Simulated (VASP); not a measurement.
Te, 3 atoms in the cell. The typed cell holds 3 atoms: a = 4.240 Å, b = 4.352 Å, c = 6.060 Å, α = 91.90°, β = 91.40°, γ = 59.36°.  This cell differs from its parent crystal: strained and its atoms moved.

```yaml
Program: VASP 6.6.1
Task: single point
Functional: PBE
Potentials_or_basis: VASP PAW PBE potentials, release 64 (Te)
Cutoff: 520 eV
k_mesh: 12 × 12 × 8
Occupations: gaussian, width 0.1 eV
Spin: no spin polarisation
Dipole_correction: no
Further_INCAR_settings: ALGO = Normal; EDIFF = 1e-06; NBANDS = 16
```

Potentials or basis: VASP PAW PBE potentials, release 64 (Te).

The run is started by

```bash
$ cat potpaw_PBE.64/Te/POTCAR > POTCAR
$ mpirun -np 1 vasp_std > vasp.out
```

Hardware: 1 thread of Intel(R) Xeon(R) 6975P-C (Granite Rapids) (shared host).

Question: How long does it take, and how much memory?

Answer: It took 3.6 min on 1 thread of Intel(R) Xeon(R) 6975P-C (Granite Rapids) (shared host), peak memory 0.75 GiB. Counts: scf iterations 11, k points 580.
